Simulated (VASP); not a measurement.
# GaP (F-43m) in VASP: further runs

Aim: see how the results for GaP move with the level of theory and the settings. Levels: r2SCAN+D4, HSE06. Tasks: single point.

All numbers are computed with VASP 6.6.1; they aren't measurements. Logs are shortened: lines on timing, memory, paths and dates and some standing lists are left out, and cuts for length are marked.

**Experimental background.**

“Stacking defects in GaP nanowires: Electronic structure and optical properties”, 2018, arxiv:1810.01194 quotes, for a bulk crystal of GaP at 10 K: band gap 2.34 eV (indirect).

How close the calculation comes is told below.

## Step 1: The cell of the first run

Symmetry: F-43m, No. 216, cubic system. The conventional cell has a = 5.487 Å, b = 5.487 Å, c = 5.487 Å, α = 90.00°, β = 90.00°, γ = 90.00°. Within 3.1 Å of Ga (site symmetry -43m) lie 4 P at 2.38 Å. Within 3.1 Å of P (site symmetry -43m) lie 4 Ga at 2.38 Å.

## Step 2: Single point, r2SCAN+D4

POSCAR reads:

```
GaP
1.0
    0.0000000000      2.7432985392      2.7432985392
    2.7432985392      0.0000000000      2.7432985392
    2.7432985392      2.7432985392      0.0000000000
Ga P
1 1
Direct
    0.0000000000      0.0000000000      0.0000000000
    0.7500000000      0.7500000000      0.7500000000
```

INCAR.step1 reads:

```
SYSTEM = GaP
PREC     = Accurate       ! precision mode
ENCUT    = 520            ! plane-wave cutoff, eV
ISMEAR   = -1             ! smearing method
SIGMA    = 0.05           ! smearing width, eV
LREAL    = .False.        ! projectors in reciprocal space
LASPH    = .True.         ! aspherical terms in the spheres
NELM     = 80             ! most SCF steps
NBANDS   = 16             ! bands
GGA      = PE             ! functional
ALGO     = Normal         ! electronic algorithm
EDIFF    = 1E-4           ! SCF threshold, eV
LWAVE    = .True.         ! write WAVECAR
LCHARG   = .False.        ! write CHGCAR
```

INCAR.step2 reads:

```
SYSTEM = GaP
PREC     = Accurate       ! precision mode
ENCUT    = 520            ! plane-wave cutoff, eV
EDIFF    = 1E-7           ! SCF threshold, eV
ISMEAR   = -1             ! smearing method
SIGMA    = 0.05           ! smearing width, eV
LREAL    = .False.        ! projectors in reciprocal space
LASPH    = .True.         ! aspherical terms in the spheres
NELM     = 80             ! most SCF steps
ALGO     = Normal         ! electronic algorithm
ISIF     = 2              ! what is computed and relaxed
LWAVE    = .False.        ! write WAVECAR
LCHARG   = .False.        ! write CHGCAR
METAGGA  = R2SCAN         ! meta-GGA
LMIXTAU  = .True.       
IVDW     = 13             ! dispersion correction
VDW_S6   = 1.0          
VDW_S8   = 0.6018749    
VDW_A1   = 0.51559235   
VDW_A2   = 5.77342911   
NBANDS   = 16             ! bands
ISTART   = 1
```

KPOINTS reads:

```
Automatic mesh
0
Gamma
  8 8 8
  0 0 0
```

Potentials or basis: VASP PAW PBE potentials, release 64 (Ga_d, P).

Started as:

```sh
$ cat potpaw_PBE.64/Ga_d/POTCAR potpaw_PBE.64/P/POTCAR > POTCAR
$ cp INCAR.step1 INCAR
$ mpirun -np 1 vasp_std > vasp.out
$ cp INCAR.step2 INCAR
$ mpirun -np 1 vasp_std > vasp.out
```

OUTCAR:

```text
SYSTEM = GaP
   PREC = Accurate
   ENCUT = 520
   EDIFF = 1E-7
   ISMEAR = -1
   LREAL = .False.
   LASPH = .True.
   NELM = 80
   ISIF = 2
   METAGGA = R2SCAN
   IVDW = 13
   ISTART = 1

 ion  position               nearest neighbor table
   1  0.000  0.000  0.000-   2 2.38   2 2.38   2 2.38   2 2.38
   2  0.750  0.750  0.750-   1 2.38   1 2.38   1 2.38   1 2.38

  LATTYP: Found a face centered cubic cell.
 ALAT       =     5.4865970784

  Lattice vectors:

 A1 = (   0.0000000000,   2.7432985392,   2.7432985392)
 A2 = (   2.7432985392,   0.0000000000,   2.7432985392)
 A3 = (   2.7432985392,   2.7432985392,   0.0000000000)

Analysis of symmetry for initial positions (statically):
=====================================================================
 Subroutine PRICEL returns:
 Original cell was already a primitive cell.

 Routine SETGRP: Setting up the symmetry group for a
 face centered cubic supercell.

 Subroutine GETGRP returns: Found 24 space group operations
 (whereof 24 operations were pure point group operations)
 out of a pool of 48 trial point group operations.

The static configuration has the point symmetry T_d .

Analysis of symmetry for dynamics (positions and initial velocities):
=====================================================================
 Subroutine PRICEL returns:
 Original cell was already a primitive cell.

 Routine SETGRP: Setting up the symmetry group for a
 face centered cubic supercell.

 Subroutine GETGRP returns: Found 24 space group operations
 (whereof 24 operations were pure point group operations)
 out of a pool of 48 trial point group operations.

The dynamic configuration has the point symmetry T_d .

 Subroutine INISYM returns: Found 24 space group operations
 (whereof 24 operations are pure point group operations),
 and found     1 'primitive' translations

----------------------------------------------------------------------------------------

                                     Primitive cell

  volume of cell :      41.2904

  direct lattice vectors                    reciprocal lattice vectors
     0.000000000  2.743298539  2.743298539    -0.182262336  0.182262336  0.182262336
     2.743298539  0.000000000  2.743298539     0.182262336 -0.182262336  0.182262336
     2.743298539  2.743298539  0.000000000     0.182262336  0.182262336 -0.182262336

  length of vectors
[... 80 lines left out ...]
   ENCUT  =  520.0 eV  38.22 Ry    6.18 a.u.   7.21  7.21  7.21*2*pi/ulx,y,z
   NELM   =     80;   NELMIN=  2; NELMDL=  0     # of ELM steps
   EDIFF  = 0.1E-06   stopping-criterion for ELM
   LREAL  =      F    real-space projection
   EDIFFG = 0.1E-05   stopping-criterion for IOM
   NSW    =      0    number of steps for IOM
   IBRION =     -1    ionic relax: 0-MD 1-quasi-New 2-CG
   NFREE  =      0    steps in history (QN), initial steepest desc. (CG)
   ISIF   =      2    stress and relaxation
   ISYM   =      2    0-nonsym 1-usesym 2-fastsym
   POTIM  = 0.5000    time-step for ionic-motion
   TEBEG  =    0.0;   TEEND  =   0.0 temperature during run
   PSTRESS=    0.0 pullay stress
   NELECT =      18.0000    total number of electrons
   NUPDOWN=      -1.0000    fix difference up-down
   EMIN   =  10.00;   EMAX   =-10.00  energy-range for DOS
   EFERMI =   0.00;   METHOD = LEGACY
   ISMEAR =    -1;   SIGMA  =   0.05  broadening in eV -4-tet -1-fermi 0-gaus
   EFERMI_NEDOS =   21; number of points for ismear=-14 and -15
   IALGO  =     38    algorithm
   IMIX   =      4    mixing-type and parameters
     AMIX     =   0.40;   BMIX     =  1.00
     AMIX_MAG =   1.60;   BMIX_MAG =  1.00
  volume/ion in A,a.u.               =      20.65       139.32
  Fermi-wavevector in a.u.,A,eV,Ry     =   1.241317  2.345748 20.964770  1.540867
  Thomas-Fermi vector in A             =   2.375720
   LORBIT       =      0    0 simple, 1 ext, 2 COOP (PROOUT), +10 PAW based schemes
   METAGGA = R2SCAN    functional components
   LHFCALC =     F    Hartree Fock is set to
   AEXX    =    0.0000 exact exchange contribution
   IVDW    =    13    specifies the selected vdW correction
   LEPSILON=     F    determine dielectric tensor
   LRPA    =     F    only Hartree local field effects (RPA)
 non-spin polarized calculation
  energy-cutoff  :      520.00
  volume of cell :       41.29
 maximum number of plane-waves:      1139
 NGX is ok and might be reduce to    30
   NGX = 15   NGY = 15   NGZ = 15

 number of electron      17.9999997 magnetization

 Free energy of the ion-electron system (eV)
  ---------------------------------------------------
  ext. energy  EPLUGINS =         0.00000000
  ---------------------------------------------------
  free energy    TOTEN  =       -21.45869282 eV

  energy without entropy =      -21.45869281  energy(sigma->0) =      -21.45869281

 E-fermi :   5.1817     XC(G=0): -10.4525

 val. band max:        4.2604956925   @ k =   0.0000   0.0000   0.0000
 cond. band min:       6.1918246256   @ k =   0.3750   0.3750   0.0000
 fundamental gap:      1.9313289330
 Fermi energy:         5.1817181274

 k-point     1 :       0.0000    0.0000    0.0000
  band No.  band energies     occupation
      1     -10.6975      2.00000
      2     -10.6975      2.00000
      3     -10.6975      2.00000
      4     -10.5900      2.00000
      5     -10.5900      2.00000
      6      -8.6090      2.00000
[... 433 lines left out ...]
      3     -10.6537      2.00000
      4     -10.5950      2.00000
      5     -10.5828      2.00000
      6      -6.1033      2.00000
[... 8 lines left out ...]
     15      16.8544      0.00000
     16      17.3888      0.00000

 [... further k-points ...]

------------------------ aborting loop because EDIFF is reached ----------------------------------------

  DFT-D4 for vdW energy calculation

  Edisp (eV):   -0.28604

  FORCE on cell =-STRESS in cart. coord.  units (eV):
  Direction    XX          YY          ZZ          XY          YZ          ZX
  --------------------------------------------------------------------------------------
  -------------------------------------------------------------------------------------
  Total      -0.69132    -0.69132    -0.69132     0.00000     0.00000     0.00000
  in kB     -26.82510   -26.82510   -26.82510     0.00000     0.00000     0.00000
  external pressure =      -26.83 kB  Pullay stress =        0.00 kB

 VOLUME and BASIS-vectors are now :
 -----------------------------------------------------------------------------
  energy-cutoff  :      520.00
  volume of cell :       41.29
      direct lattice vectors                 reciprocal lattice vectors
     0.000000000  2.743298539  2.743298539    -0.182262336  0.182262336  0.182262336
     2.743298539  0.000000000  2.743298539     0.182262336 -0.182262336  0.182262336
     2.743298539  2.743298539  0.000000000     0.182262336  0.182262336 -0.182262336

 POSITION                                       TOTAL-FORCE (eV/Angst)
 -----------------------------------------------------------------------------------
      0.00000      0.00000      0.00000        -0.000000     -0.000000     -0.000000
      4.11495      4.11495      4.11495         0.000000      0.000000      0.000000
 -----------------------------------------------------------------------------------
    total drift:                               -0.000007     -0.000007     -0.000007

  FREE ENERGIE OF THE ION-ELECTRON SYSTEM (eV)
  ---------------------------------------------------
  free  energy   TOTEN  =       -21.7447302266 eV

  energy  without entropy=      -21.7447302264  energy(sigma->0) =      -21.74473023
```

OSZICAR.step1:

```text
N       E                     dE             d eps       ncg     rms          rms(c)
DAV:   1     0.853677674096E+02    0.85368E+02   -0.90920E+03   960   0.161E+03
DAV:   2    -0.244401909865E+01   -0.87812E+02   -0.82334E+02  1104   0.322E+02
DAV:   3    -0.927297768757E+01   -0.68290E+01   -0.68055E+01  1144   0.676E+01
DAV:   4    -0.938589708498E+01   -0.11292E+00   -0.11289E+00  1136   0.949E+00
DAV:   5    -0.938813618244E+01   -0.22391E-02   -0.22390E-02  1168   0.120E+00    0.415E+00
DAV:   6    -0.914922408872E+01    0.23891E+00   -0.37641E-01  1440   0.102E+01    0.274E+00
DAV:   7    -0.912356931318E+01    0.25655E-01   -0.91352E-02  1200   0.200E+00    0.110E+00
DAV:   8    -0.912389647582E+01   -0.32716E-03   -0.13063E-02  1136   0.137E+00    0.184E-01
DAV:   9    -0.912430250271E+01   -0.40603E-03   -0.13085E-03  1152   0.502E-01    0.812E-02
DAV:  10    -0.912437518095E+01   -0.72678E-04   -0.89256E-05   976   0.113E-01
   1 F= -.91243752E+01 E0= -.91243752E+01  d E =-.347683E-08
```

Run time: 2.9 min. Hardware: 1 thread of Intel Xeon 8259CL, shared host; peak memory 0.18 GiB.

What came out:

- Free energy: -21.7447 eV
- Pressure: -2.7 GPa
- Band gap on the k mesh: 1.93 eV (least direct gap 2.17 eV)
- Dispersion energy per atom: -0.143 eV

Caveat: the PAW data sets were made with another functional, which shifts forces and pressure a little.

## Step 3: Single point, HSE06

This run uses another cell than the first one, of 20.24 Å³/atom.

POSCAR reads:

```
GaP
1.0
    0.0000000000      2.7252500000      2.7252500000
    2.7252500000      0.0000000000      2.7252500000
    2.7252500000      2.7252500000      0.0000000000
Ga P
1 1
Direct
    0.0000000000      0.0000000000      0.0000000000
    0.7500000000      0.7500000000      0.7500000000
```

INCAR.step1 reads:

```
SYSTEM = GaP
PREC = Accurate
ENCUT = 520
EDIFF = 1E-5
ISMEAR = -1
SIGMA = 0.05
LREAL = .False.
LASPH = .True.
NELM = 60
ALGO = Normal
ISIF = 2
LWAVE = .True.
LCHARG = .False.
NBANDS = 16
GGA = PE
```

INCAR.step2 reads:

```
SYSTEM = GaP
PREC = Accurate
ENCUT = 520
EDIFF = 1E-6
ISMEAR = -1
SIGMA = 0.05
LREAL = .False.
LASPH = .True.
NELM = 60
ALGO = Normal
ISIF = 2
LWAVE = .False.
LCHARG = .False.
GGA = PE
LHFCALC = .True.
HFSCREEN = 0.2079
PRECFOCK = Normal
NBANDS = 16
ISTART = 1
```

KPOINTS reads:

```
regular mesh
0
Gamma
  6 6 6
  0 0 0
```

Potentials or basis: VASP PAW PBE potentials, release 64 (Ga_d, P).

Started as:

```sh
$ cat potpaw_PBE.64/Ga_d/POTCAR potpaw_PBE.64/P/POTCAR > POTCAR
$ cp INCAR.step1 INCAR
$ mpirun -np 1 vasp_std > vasp.out
$ cp INCAR.step2 INCAR
$ mpirun -np 1 vasp_std > vasp.out
```

OUTCAR:

```text
SYSTEM = GaP
   PREC = Accurate
   ENCUT = 520
   EDIFF = 1E-6
   ISMEAR = -1
   LREAL = .False.
   LASPH = .True.
   NELM = 60
   ISIF = 2
   GGA = PE
   LHFCALC = .True.
   HFSCREEN = 0.2079
   PRECFOCK = Normal
   ISTART = 1

 ion  position               nearest neighbor table
   1  0.000  0.000  0.000-   2 2.36   2 2.36   2 2.36   2 2.36
   2  0.750  0.750  0.750-   1 2.36   1 2.36   1 2.36   1 2.36

  LATTYP: Found a face centered cubic cell.
 ALAT       =     5.4505000000

  Lattice vectors:

 A1 = (   0.0000000000,   2.7252500000,   2.7252500000)
 A2 = (   2.7252500000,   0.0000000000,   2.7252500000)
 A3 = (   2.7252500000,   2.7252500000,   0.0000000000)

Analysis of symmetry for initial positions (statically):
=====================================================================
 Subroutine PRICEL returns:
 Original cell was already a primitive cell.

 Routine SETGRP: Setting up the symmetry group for a
 face centered cubic supercell.

 Subroutine GETGRP returns: Found 24 space group operations
 (whereof 24 operations were pure point group operations)
 out of a pool of 48 trial point group operations.

The static configuration has the point symmetry T_d .

Analysis of symmetry for dynamics (positions and initial velocities):
=====================================================================
 Subroutine PRICEL returns:
 Original cell was already a primitive cell.

 Routine SETGRP: Setting up the symmetry group for a
 face centered cubic supercell.

 Subroutine GETGRP returns: Found 24 space group operations
 (whereof 24 operations were pure point group operations)
 out of a pool of 48 trial point group operations.

The dynamic configuration has the point symmetry T_d .

 Subroutine INISYM returns: Found 24 space group operations
 (whereof 24 operations are pure point group operations),
 and found     1 'primitive' translations
[... 109 lines left out ...]
  Thomas-Fermi vector in A             =   2.383574
   LORBIT       =      0    0 simple, 1 ext, 2 COOP (PROOUT), +10 PAW based schemes
   GGA     = PE    functional components
   LHFCALC =     T    Hartree Fock is set to
   PRECFOCK=normal    Normal, Fast or Accurate (Low or Medium for compatibility)
   ENCUT4O =  -1.0   cutoff for four orbital integrals eV
   NKREDX  =     1    reduce k-point grid by
   NKREDY  =     1    reduce k-point grid by
   NKREDZ  =     1    reduce k-point grid by
   AEXX    =    0.2500 exact exchange contribution
   HFSCREEN=    0.2079 screening length (either q_TF or 0.3 A-1)
   HFSCREENC=   0.2079 screening length for correlation (either q_TF or 0.3 A-1)
   ENCUTFOCK=  -1.0 apply spherical cutoff to Coloumb kernel
   IVDW    =     0    specifies the selected vdW correction
   LEPSILON=     F    determine dielectric tensor
   LRPA    =     F    only Hartree local field effects (RPA)
 non-spin polarized calculation
  energy-cutoff  :      520.00
  volume of cell :       40.48
 maximum number of plane-waves:      1113
 NGX is ok and might be reduce to    30
  NGX = 24; NGY = 24; NGZ = 24

 number of electron      17.9999988 magnetization

 Free energy of the ion-electron system (eV)
  ---------------------------------------------------
  ext. energy  EPLUGINS =         0.00000000
  ---------------------------------------------------
  free energy    TOTEN  =       -10.78000866 eV

  energy without entropy =      -10.78000866  energy(sigma->0) =      -10.78000866

 E-fermi :   5.2818     XC(G=0):  -8.1563

 val. band max:        4.2155854284   @ k =   0.0000   0.0000   0.0000
 cond. band min:       6.5080726452   @ k =   0.5000   0.5000   0.0000
 fundamental gap:      2.2924872168
 Fermi energy:         5.2818404833

 k-point     1 :       0.0000    0.0000    0.0000
  band No.  band energies     occupation
      1     -12.8384      2.00000
      2     -12.8384      2.00000
      3     -12.8384      2.00000
      4     -12.7374      2.00000
      5     -12.7374      2.00000
      6      -9.5646      2.00000
[... 281 lines left out ...]
      3     -12.7818      2.00000
      4     -12.7568      2.00000
      5     -12.7259      2.00000
      6      -6.2911      2.00000
[... 8 lines left out ...]
     15      17.5089      0.00000
     16      19.2720      0.00000

------------------------ aborting loop because EDIFF is reached ----------------------------------------

  FORCE on cell =-STRESS in cart. coord.  units (eV):
  Direction    XX          YY          ZZ          XY          YZ          ZX
  --------------------------------------------------------------------------------------
  -------------------------------------------------------------------------------------
  Total        0.1432699      0.1432699      0.1432699      0.0000000     -0.0000000      0.0000000
  in kB        5.6704356      5.6704356      5.6704356      0.0000000     -0.0000000      0.0000000
  external PRESSURE =       5.6704356 kB  Pullay stress =       0.0000000 kB

 VOLUME and BASIS-vectors are now :
 -----------------------------------------------------------------------------
  energy-cutoff  :      520.00
  volume of cell :       40.48
      direct lattice vectors                 reciprocal lattice vectors
     0.000000000  2.725250000  2.725250000    -0.183469406  0.183469406  0.183469406
     2.725250000  0.000000000  2.725250000     0.183469406 -0.183469406  0.183469406
     2.725250000  2.725250000  0.000000000     0.183469406  0.183469406 -0.183469406

 POSITION                                       TOTAL-FORCE (eV/Angst)
 -----------------------------------------------------------------------------------
      0.00000      0.00000      0.00000         0.000000     -0.000000      0.000000
      4.08788      4.08788      4.08788        -0.000000      0.000000     -0.000000
 -----------------------------------------------------------------------------------
    total drift:                                0.000037      0.000038      0.000027

  FREE ENERGIE OF THE ION-ELECTRON SYSTEM (eV)
  ---------------------------------------------------
  free  energy   TOTEN  =       -10.7800086595 eV

  energy  without entropy=      -10.7800086595  energy(sigma->0) =      -10.78000866
```

OUTCAR.step1:

```text
SYSTEM = GaP
   PREC = Accurate
   ENCUT = 520
   EDIFF = 1E-5
   ISMEAR = -1
   LREAL = .False.
[... 515 lines left out ...]
      0.00000      0.00000      0.00000        -0.000000     -0.000000     -0.000000
      4.08788      4.08788      4.08788         0.000000      0.000000      0.000000
 -----------------------------------------------------------------------------------
    total drift:                               -0.000002     -0.000002     -0.000002

  FREE ENERGIE OF THE ION-ELECTRON SYSTEM (eV)
  ---------------------------------------------------
  free  energy   TOTEN  =        -9.1023674320 eV

  energy  without entropy=       -9.1023674270  energy(sigma->0) =       -9.10236743
```

OSZICAR.step1:

```text
N       E                     dE             d eps       ncg     rms          rms(c)
DAV:   1     0.794633988101E+02    0.79463E+02   -0.89129E+03   544   0.162E+03
DAV:   2    -0.348378021411E+01   -0.82947E+02   -0.79631E+02   608   0.308E+02
DAV:   3    -0.927883109805E+01   -0.57951E+01   -0.57816E+01   640   0.634E+01
DAV:   4    -0.937375325196E+01   -0.94922E-01   -0.94895E-01   656   0.896E+00
DAV:   5    -0.937562973377E+01   -0.18765E-02   -0.18764E-02   624   0.108E+00    0.425E+00
DAV:   6    -0.912915876811E+01    0.24647E+00   -0.37800E-01   800   0.105E+01    0.282E+00
DAV:   7    -0.910143380790E+01    0.27725E-01   -0.96866E-02   648   0.209E+00    0.112E+00
DAV:   8    -0.910180856024E+01   -0.37475E-03   -0.13792E-02   608   0.142E+00    0.202E-01
DAV:   9    -0.910222122458E+01   -0.41266E-03   -0.13409E-03   616   0.504E-01    0.792E-02
DAV:  10    -0.910229581127E+01   -0.74587E-04   -0.11714E-04   768   0.122E-01    0.389E-02
DAV:  11    -0.910236784608E+01   -0.72035E-04   -0.98712E-05   576   0.838E-02    0.524E-03
DAV:  12    -0.910236743199E+01    0.41408E-06   -0.26132E-06   448   0.223E-02
   1 F= -.91023674E+01 E0= -.91023674E+01  d E =-.498439E-08
```

Run time: 34 min. Hardware: 1 thread of Intel Xeon Platinum 8375C at 2.90GHz (Ice Lake), shared host; peak memory 0.29 GiB.

What came out:

```yaml
Free_energy: -10.7800 eV
Pressure: 0.6 GPa
Band_gap_on_the_k_mesh: 2.29 eV (least direct gap 2.80 eV)
```

Caveat: the PAW data sets were made with another functional, which shifts forces and pressure a little.

## Step 4: Comparison with measurements

Step 3. Against the measured gap of GaP, 2.34 eV (indirect; 10 K; quoted in “Stacking defects in GaP nanowires: Electronic structure and optical properties”, 2018, arxiv:1810.01194), the calculated 2.29 eV is off by -0.05 eV. Spin-orbit coupling on Ga is left out. The value is that of HSE06 on a finite k mesh, which can miss the band edges, without temperature or zero-point motion.
